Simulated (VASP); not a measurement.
# Re (Fm-3m) in VASP: further runs

The runs below take Re through single point, with PBEsol.

All numbers are computed with VASP 6.6.1; they aren't measurements. Logs are shortened: lines on timing, memory, paths and dates and some standing lists are left out, and cuts for length are marked.

## 1. The cell of the first run

It takes space group Fm-3m (No. 225, cubic). Conventional cell: a = 3.963 Å, b = 3.963 Å, c = 3.963 Å, α = 90.00°, β = 90.00°, γ = 90.00°. Within 3.7 Å of Re (site symmetry m-3m) lie 12 Re at 2.80 Å.

## 2. Single point, PBEsol (volume scaled by 1.01)

Input file INCAR:

```
PREC     = Accurate       # precision mode
ENCUT    = 520            # plane-wave cutoff, eV
EDIFF    = 1E-7           # SCF threshold, eV
ISMEAR   = -1             # smearing method
SIGMA    = 0.05           # smearing width, eV
LREAL    = F              # projectors in reciprocal space
LASPH    = T              # aspherical terms in the spheres
NELM     = 100            # most SCF steps
ALGO     = Normal         # electronic algorithm
ISIF     = 2              # what is computed and relaxed
LWAVE    = F              # write WAVECAR
LCHARG   = F              # write CHGCAR
GGA      = PS             # functional
NBANDS   = 10             # bands
```

Input file KPOINTS:

```
Automatic mesh
0
Gamma
  14 14 14
```

Input file POSCAR:

```
Re
1.0
    0.0000000000      1.9815615100      1.9815615100
    1.9815615100      0.0000000000      1.9815615100
    1.9815615100      1.9815615100      0.0000000000
Re
1
Direct
    0.0000000000      0.0000000000      0.0000000000
```

Potentials or basis: VASP PAW PBE potentials, release 64 (Re).

On the command line:

```console
$ cat potpaw_PBE.64/Re/POTCAR > POTCAR
$ mpirun -np 1 vasp_std > vasp.out
```

OUTCAR:

```text
PREC = Accurate
   ENCUT = 520
   EDIFF = 1E-7
   ISMEAR = -1
   LREAL = F
   LASPH = T
   NELM = 100
   ISIF = 2
   GGA = PS

 ion  position               nearest neighbor table
   1  0.000  0.000  0.000-

  LATTYP: Found a face centered cubic cell.
 ALAT       =     3.9631230200

  Lattice vectors:

 A1 = (   0.0000000000,   1.9815615100,   1.9815615100)
 A2 = (   1.9815615100,   0.0000000000,   1.9815615100)
 A3 = (   1.9815615100,   1.9815615100,   0.0000000000)

Analysis of symmetry for initial positions (statically):
=====================================================================
 Subroutine PRICEL returns:
 Original cell was already a primitive cell.

 Routine SETGRP: Setting up the symmetry group for a
 face centered cubic supercell.

 Subroutine GETGRP returns: Found 48 space group operations
 (whereof 48 operations were pure point group operations)
 out of a pool of 48 trial point group operations.

The static configuration has the point symmetry O_h .

Analysis of symmetry for dynamics (positions and initial velocities):
=====================================================================
 Subroutine PRICEL returns:
 Original cell was already a primitive cell.

 Routine SETGRP: Setting up the symmetry group for a
 face centered cubic supercell.

 Subroutine GETGRP returns: Found 48 space group operations
 (whereof 48 operations were pure point group operations)
 out of a pool of 48 trial point group operations.

The dynamic configuration has the point symmetry O_h .

 Subroutine INISYM returns: Found 48 space group operations
 (whereof 48 operations are pure point group operations),
 and found     1 'primitive' translations

----------------------------------------------------------------------------------------

                                     Primitive cell

  volume of cell :      15.5615

  direct lattice vectors                    reciprocal lattice vectors
     0.000000000  1.981561510  1.981561510    -0.252326258  0.252326258  0.252326258
     1.981561510  0.000000000  1.981561510     0.252326258 -0.252326258  0.252326258
     1.981561510  1.981561510  0.000000000     0.252326258  0.252326258 -0.252326258

  length of vectors
     2.802351162  2.802351162  2.802351162     0.437041898  0.437041898  0.437041898

  position of ions in fractional coordinates (direct lattice)
     0.000000000  0.000000000  0.000000000

  ion indices of the primitive-cell ions
   primitive index   ion index
                 1           1

----------------------------------------------------------------------------------------

 KPOINTS: Automatic mesh

Automatic generation of k-mesh.
 Grid dimensions read from file:
 generate k-points for:   14   14   14

 Generating k-lattice:

  Cartesian coordinates                     Fractional coordinates (reciprocal lattice)
    -0.018023304  0.018023304  0.018023304     0.071428571  0.000000000  0.000000000
     0.018023304 -0.018023304  0.018023304     0.000000000  0.071428571  0.000000000
     0.018023304  0.018023304 -0.018023304     0.000000000  0.000000000  0.071428571

  Length of vectors
     0.031217278  0.031217278  0.031217278

  Shift w.r.t. Gamma in fractional coordinates (k-lattice)
     0.000000000  0.000000000  0.000000000

 Subroutine IBZKPT returns following result:
 ===========================================

 Found    104 irreducible k-points:

 Following reciprocal coordinates:
            Coordinates               Weight
  0.000000  0.000000  0.000000      1.000000
  0.071429  0.000000  0.000000      8.000000
  0.142857  0.000000  0.000000      8.000000
  0.214286  0.000000  0.000000      8.000000
  0.285714  0.000000  0.000000      8.000000
  0.357143  0.000000  0.000000      8.000000
[... 16 lines left out ...]
  0.214286  0.142857  0.000000     24.000000
  0.285714  0.142857  0.000000     24.000000
 [... further k-points ...]
   k-points           NKPTS =    104   k-points in BZ     NKDIM =    104   number of bands    NBANDS=     10
   number of dos      NEDOS =    301   number of ions     NIONS =      1
   total plane-waves  NPLWV =  13824
   dimension x,y,z NGX =    24 NGY =   24 NGZ =   24
   dimension x,y,z NGXF=    48 NGYF=   48 NGZF=   48
   ions per type =               1
   NGX,Y,Z   is equivalent  to a cutoff of  14.24, 14.24, 14.24 a.u.
   NGXF,Y,Z  is equivalent  to a cutoff of  28.48, 28.48, 28.48 a.u.
 SYSTEM =  unknown system
   PREC   = accura    normal or accurate (medium, high low for compatibility)
   ISTART =      0    job   : 0-new  1-cont  2-samecut
   ICHARG =      2    charge: 1-file 2-atom 10-const
   ISPIN  =      1    spin polarized calculation?
   LNONCOLLINEAR =      F non collinear calculations
   LSORBIT =      F    spin-orbit coupling
   LASPH  =      T    aspherical Exc in radial PAW
   ENCUT  =  520.0 eV  38.22 Ry    6.18 a.u.   5.21  5.21  5.21*2*pi/ulx,y,z
   NELM   =    100;   NELMIN=  2; NELMDL= -5     # of ELM steps
   EDIFF  = 0.1E-06   stopping-criterion for ELM
   LREAL  =      F    real-space projection
   EDIFFG = 0.1E-05   stopping-criterion for IOM
   NSW    =      0    number of steps for IOM
   IBRION =     -1    ionic relax: 0-MD 1-quasi-New 2-CG
   NFREE  =      0    steps in history (QN), initial steepest desc. (CG)
   ISIF   =      2    stress and relaxation
   ISYM   =      2    0-nonsym 1-usesym 2-fastsym
   POTIM  = 0.5000    time-step for ionic-motion
   TEBEG  =    0.0;   TEEND  =   0.0 temperature during run
   PSTRESS=    0.0 pullay stress
   NELECT =       7.0000    total number of electrons
   NUPDOWN=      -1.0000    fix difference up-down
   EMIN   =  10.00;   EMAX   =-10.00  energy-range for DOS
   EFERMI =   0.00;   METHOD = LEGACY
   ISMEAR =    -1;   SIGMA  =   0.05  broadening in eV -4-tet -1-fermi 0-gaus
   EFERMI_NEDOS =   21; number of points for ismear=-14 and -15
   IALGO  =     38    algorithm
   IMIX   =      4    mixing-type and parameters
     AMIX     =   0.40;   BMIX     =  1.00
     AMIX_MAG =   1.60;   BMIX_MAG =  1.00
  volume/ion in A,a.u.               =      15.56       105.01
  Fermi-wavevector in a.u.,A,eV,Ry     =   1.254363  2.370403 21.407773  1.573427
  Thomas-Fermi vector in A             =   2.388172
   LORBIT       =      0    0 simple, 1 ext, 2 COOP (PROOUT), +10 PAW based schemes
   GGA     = PS    functional components
   LHFCALC =     F    Hartree Fock is set to
   AEXX    =    0.0000 exact exchange contribution
   IVDW    =     0    specifies the selected vdW correction
   LEPSILON=     F    determine dielectric tensor
   LRPA    =     F    only Hartree local field effects (RPA)
 non-spin polarized calculation
  energy-cutoff  :      520.00
  volume of cell :       15.56
 maximum number of plane-waves:       444
 NGX is ok and might be reduce to    24
   NGX = 11   NGY = 11   NGZ = 11

 number of electron       7.0000000 magnetization

 Free energy of the ion-electron system (eV)
  ---------------------------------------------------
  ext. energy  EPLUGINS =         0.00000000
  ---------------------------------------------------
  free energy    TOTEN  =       -13.23117581 eV

  energy without entropy =      -13.22119513  energy(sigma->0) =      -13.22618547

 E-fermi :   7.2879     XC(G=0): -13.5152

 val. band max:        7.2611943842   @ k =  -0.4286   0.4286   0.0714
 cond. band min:       7.3163732005   @ k =  -0.1429   0.1429   0.0000
 fundamental gap:      0.0551788163
 Fermi energy:         7.2878722709

 k-point     1 :       0.0000    0.0000    0.0000
  band No.  band energies     occupation
      1      -2.4661      2.00000
      2       5.5319      2.00000
      3       5.5319      2.00000
      4       5.5319      2.00000
      5       8.4580      0.00000
      6       8.4580      0.00000
      7      21.1967      0.00000
      8      26.5086      0.00000
      9      26.5086      0.00000
     10      26.5086      0.00000

 k-point     2 :       0.0714    0.0000    0.0000
  band No.  band energies     occupation
      1      -2.2438      2.00000
      2       5.3850      2.00000
      3       5.6344      2.00000
      4       5.6344      2.00000
      5       8.3795      0.00000
      6       8.3795      0.00000
      7      21.6218      0.00000
      8      25.4150      0.00000
      9      26.9089      0.00000
     10      26.9089      0.00000

 k-point     3 :       0.1429    0.0000    0.0000
  band No.  band energies     occupation
      1      -1.6152      2.00000
      2       5.0421      2.00000
      3       5.8704      2.00000
      4       5.8704      2.00000
      5       8.2505      0.00000
      6       8.2505      0.00000
      7      22.6312      0.00000
      8      23.7491      0.00000
      9      28.0489      0.00000
     10      28.0489      0.00000

 k-point     4 :       0.2143    0.0000    0.0000
  band No.  band energies     occupation
      1      -0.7180      2.00000
      2       4.7516      2.00000
      3       6.0072      2.00000
      4       6.0072      2.00000
      5       8.3732      0.00000
      6       8.3732      0.00000
      7      21.7477      0.00000
      8      24.2162      0.00000
      9      29.7578      0.00000
     10      29.7584      0.00000
[... 222 lines left out ...]
 k-point    22 :       0.1429    0.1429    0.0000
  band No.  band energies     occupation
      1      -1.3256      2.00000
      2       4.5942      2.00000
      3       6.2387      2.00000
      4       6.2387      2.00000
      5       7.3221      0.67055
      6       8.8349      0.00000
      7      23.3472      0.00000
      8      24.9528      0.00000
      9      26.9518      0.00000
     10      26.9518      0.00000

 k-point    23 :       0.2143    0.1429    0.0000
  band No.  band energies     occupation
      1      -0.6311      2.00000
      2       4.2064      2.00000
      3       6.3209      2.00000
      4       6.5677      2.00000
      5       7.2252      1.55605
      6       9.0475      0.00000
      7      23.8999      0.00000
      8      24.5796      0.00000
      9      27.1930      0.00000
     10      27.7208      0.00000

 k-point    24 :       0.2857    0.1429    0.0000
  band No.  band energies     occupation
      1       0.2612      2.00000
      2       3.9634      2.00000
      3       5.7995      2.00000
      4       6.6836      1.99999
      5       8.0478      0.00000
      6       9.4898      0.00000
      7      22.3176      0.00000
      8      25.3537      0.00000
      9      27.3865      0.00000
     10      28.0615      0.00000

 [... further k-points ...]
[... 5 lines left out ...]
  --------------------------------------------------------------------------------------
  -------------------------------------------------------------------------------------
  Total       -2.1311649     -2.1311649     -2.1311649      0.0000000      0.0000000     -0.0000000
  in kB     -219.4193692   -219.4193692   -219.4193692      0.0000000      0.0000000     -0.0000000
  external PRESSURE =    -219.4193692 kB  Pullay stress =       0.0000000 kB

 VOLUME and BASIS-vectors are now :
 -----------------------------------------------------------------------------
  energy-cutoff  :      520.00
  volume of cell :       15.56
      direct lattice vectors                 reciprocal lattice vectors
     0.000000000  1.981561510  1.981561510    -0.252326258  0.252326258  0.252326258
     1.981561510  0.000000000  1.981561510     0.252326258 -0.252326258  0.252326258
     1.981561510  1.981561510  0.000000000     0.252326258  0.252326258 -0.252326258

 POSITION                                       TOTAL-FORCE (eV/Angst)
 -----------------------------------------------------------------------------------
      0.00000      0.00000      0.00000         0.000000      0.000000      0.000000
 -----------------------------------------------------------------------------------
    total drift:                               -0.000000      0.000000     -0.000000

  FREE ENERGIE OF THE ION-ELECTRON SYSTEM (eV)
  ---------------------------------------------------
  free  energy   TOTEN  =       -13.2311758132 eV

  energy  without entropy=      -13.2211951345  energy(sigma->0) =      -13.22618547
```

It took 8 s on 1 thread of Intel Xeon 6975P-C, shared host; peak memory 0.15 GiB.

What came out:

| Property | Result |
| --- | --- |
| Free energy | -13.2312 eV |
| Pressure | -21.9 GPa |

Levels at points of the mesh, in eV from the Fermi level:
```
           k point  band 1  band 2  band 3  band 4  band 5  band 6  band 7  band 8  band 9
(0.00, 0.00, 0.00)   -9.75   -1.76   -1.76   -1.76    1.17    1.17   13.91   19.22   19.22
(0.50, 0.00, 0.00)   -6.48   -1.95   -1.95    0.15    3.52    3.52    9.17   13.39   19.49
(0.50, 0.50, 0.00)   -6.35   -5.51    2.59    3.47    4.21    4.21   11.84   11.84   12.02
```

Caveat: the PAW data sets were made with another functional, which shifts forces and pressure a little; spin-orbit coupling is left out, which moves the levels of the heavy elements.

## 3. Single point, PBEsol (volume scaled by 0.99)

Input file INCAR:

```
ALGO = Normal
EDIFF = 1E-6
ENCUT = 520
GGA = PS
ISIF = 2
ISMEAR = -1
LASPH = T
LCHARG = F
LREAL = F
LWAVE = F
NBANDS = 10
NELM = 60
PREC = Accurate
SIGMA = 0.05
```

Input file KPOINTS:

```
k-points
0
Gamma
  14 14 14
```

Input file POSCAR:

```
Re
1.0
    0.0000000000      1.9683945995      1.9683945995
    1.9683945995      0.0000000000      1.9683945995
    1.9683945995      1.9683945995      0.0000000000
Re
1
Direct
    0.0000000000      0.0000000000      0.0000000000
```

Potentials or basis: VASP PAW PBE potentials, release 64 (Re).

On the command line:

```console
$ cat potpaw_PBE.64/Re/POTCAR > POTCAR
$ mpirun -np 1 vasp_std > vasp.out
```

Run time: 6.9 s. Hardware: 1 thread of Intel Xeon 6975P-C, shared host; peak memory 0.15 GiB.

It converged, with:

- Free energy: -13.2673 eV
- Pressure: -15.8 GPa

Levels at points of the mesh, in eV from the Fermi level:
```csv
k point,band 1,band 2,band 3,band 4,band 5,band 6,band 7,band 8,band 9
"(0.00, 0.00, 0.00)",-9.90,-1.81,-1.81,-1.81,1.21,1.21,13.93,19.35,19.35
"(0.50, 0.00, 0.00)",-6.62,-2.01,-2.01,0.17,3.64,3.64,9.45,13.41,19.72
"(0.50, 0.50, 0.00)",-6.52,-5.67,2.66,3.58,4.35,4.35,12.00,12.00,12.37
```

Caveat: the PAW data sets were made with another functional, which shifts forces and pressure a little; spin-orbit coupling is left out, which moves the levels of the heavy elements.
